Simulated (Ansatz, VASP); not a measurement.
Two plane-wave programs on BN

INCAR

```
SYSTEM = BN
  PREC = Accurate
  ENCUT = 520
  EDIFF = 1E-6
  ISMEAR = -1
  SIGMA = 0.05
  LREAL = .FALSE.
  LASPH = .TRUE.
  NELM = 100
  ALGO = Normal
  ISIF = 2
  LWAVE = .FALSE.
  LCHARG = .FALSE.
  GGA = CA
  NBANDS = 11
```

File KPOINTS:

```
Automatic mesh
0
G
  12 12 12
  0 0 0
```

Contents of POSCAR:

```
BN
1.0
    1.2756598126      0.7365025362      3.4390871668
   -1.2756598126      0.7365025362      3.4390871668
    0.0000000000     -1.4730050723      3.4390871668
N B
1 1
Direct
    0.6672382000      0.6672382000      0.6672382000
    0.0003288000      0.0003288000      0.0003288000
```

input.yaml

```yaml
crystal:
  lattice:
    - [1.2756598126, 0.7365025362, 3.4390871668]
    - [-1.2756598126, 0.7365025362, 3.4390871668]
    - [0.0, -1.4730050723, 3.4390871668]
  atoms:
    - { symbol: "N", position: [0.6672382, 0.6672382, 0.6672382] }
    - { symbol: B, position: [0.0003288, 0.0003288, 0.0003288] }
hamiltonian:
  xc: lda
  pseudopotentials: { kind: paw }
kpoints:
  mp_grid: { grid: [12, 12, 12] }
scf:
  occupations: { method: fermi_dirac, width: 0.05 }
output:
  forces: true
  stress: true
  eigenvalues: true
```

Alike in both runs: task single point; functional LDA; k mesh 12 × 12 × 12; occupations fermi-dirac, width 0.05 eV; no spin polarisation.

```csv
,VASP,Ansatz
version,VASP 6.6.1,Ansatz 0.2.0
potentials or method,"VASP PAW LDA potentials, release 64 (N, B)",Ansatz PAW
plane-wave cutoff (eV),520,420
valence electrons in the cell,8,8
```

VASP gave:

| Item | Value |
| --- | --- |
| gap on the k mesh at the Fermi level (eV) | 4.02 |
| least direct gap on the mesh (eV) | 4.41 |
| pressure (GPa) | -16.1 |
| traceless stress, the component that is largest in VASP (GPa) | 14.76 |
| rms of the force components (eV/Å) | 0.004 |

Question: What did Ansatz give for the same quantities?

Answer: gap on the k mesh at the Fermi level (eV): 4.04; least direct gap on the mesh (eV): 4.42; pressure (GPa): -16.5; traceless stress, the component that is largest in VASP (GPa): 15.30; rms of the force components (eV/Å): 0.004.

LDA's correlation is that of Perdew and Zunger in VASP and of Perdew and Wang (1992) in Ansatz. Atom by atom the forces differ by 0.000 eV/Å (rms over components).
